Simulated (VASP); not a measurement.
## SnO2: vibrations by perturbation theory with LDA

Crystal: SnO2.

```
CELL_PARAMETERS angstrom
0.00000 2.57415 2.57415
2.57415 0.00000 2.57415
2.57415 2.57415 0.00000
ATOMIC_POSITIONS crystal
Sn 0.00000 0.00000 0.00000
O 0.75000 0.75000 0.75000
O 0.25000 0.25000 0.25000
```

```yaml
Program: VASP 6.6.1
Task: vibrations by perturbation theory
Functional: LDA
Potentials_or_basis: VASP PAW LDA potentials, release 64 (Sn_d, O)
Cutoff: 520 eV
k_mesh: 7 × 7 × 7
Occupations: fermi-dirac, width 0.05 eV
Spin: no spin polarisation
Dipole_correction: no
Further_INCAR_settings: ALGO = Normal; EDIFF = 1e-08; NBANDS = 20; IBRION = 8; NSW = 1
```

* Highest phonon frequency at Γ, LO-TO splitting left out: 485 cm⁻¹

Phonon frequencies in cm⁻¹ (negative: imaginary):
```
              q point                    frequencies
(0.000, 0.000, 0.000)  0 0 0 276 276 276 485 485 485
```

Run time: 3.1 min on 1 thread of Intel Xeon 8259CL (shared host), peak memory 0.22 GiB.

Caveat: the cell stands under pressure or tension, which shifts response properties.
